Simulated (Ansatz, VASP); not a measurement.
**Two plane-wave programs on KZnF3**

The input INCAR:

```
SYSTEM = KZnF3
  ALGO = Normal
  EDIFF = 1E-6
  ENCUT = 520
  GGA = PE
  ISIF = 2
  ISMEAR = 0
  LASPH = .TRUE.
  LCHARG = .TRUE.
  LELF = .TRUE.
  LREAL = .FALSE.
  LVHAR = .TRUE.
  LWAVE = .FALSE.
  NBANDS = 29
  NELM = 60
  PREC = Accurate
  SIGMA = 0.05
```

KPOINTS

```
k-points
0
G
  6 6 6
  0 0 0
```

File POSCAR:

```
KZnF3
1.0
    3.9487500000      0.0000000000      0.0000000000
    0.0000000000      3.9487500000      0.0000000000
    0.0000000000      0.0000000000      4.0500000000
K Zn F
1 1 3
Direct
    0.0000000000      0.0000000000      0.0000000000
    0.5000000000      0.5000000000      0.5000000000
    0.5000000000      0.5000000000      0.0000000000
    0.0000000000      0.5000000000      0.5000000000
    0.5000000000      0.0000000000      0.5000000000
```

Input for Ansatz:

```yaml
crystal:
  lattice:
    - [3.94875, 0.0, 0.0]
    - [0.0, 3.94875, 0.0]
    - [0.0, 0.0, 4.05]
  atoms:
    - { symbol: K, position: [0.0, 0.0, 0.0] }
    - { symbol: Zn, position: [0.5, 0.5, 0.5] }
    - { symbol: F, position: [0.5, 0.5, 0.0] }
    - { symbol: F, position: [0.0, 0.5, 0.5] }
    - { symbol: F, position: [0.5, 0.0, 0.5] }
basis:
  ecutwfc: 420
kpoints:
  mp_grid: { grid: [6, 6, 6] }
hamiltonian:
  xc: pbe
scf:
  occupations: { method: gaussian, width: 0.05 }
output:
  forces: true
  stress: true
  eigenvalues: true
```

Change from the starting cell: strain -0.025 along x and y, +0.000 along z, atoms carried along.

Alike in both runs: task single point; functional PBE; k mesh 6 × 6 × 6; occupations gaussian, width 0.05 eV; no spin polarisation.

```csv
,VASP,Ansatz
version,VASP 6.6.1,Ansatz 0.2.0
potentials or method,"VASP PAW PBE potentials, release 64 (K_sv, Zn, F), cutoff 520 eV","scalar-relativistic, plane waves, PAW"
valence electrons in the cell,42,42
```

```csv
,VASP,Ansatz,Ansatz less VASP
gap on the k mesh at the Fermi level (eV),3.84,3.92,+0.076
least direct gap on the mesh (eV),6.08,6.12,+0.043
pressure (GPa),10.4,9.8,-0.60
"traceless stress, the component that is largest in VASP (GPa)",-2.02,-1.91,+0.114
```
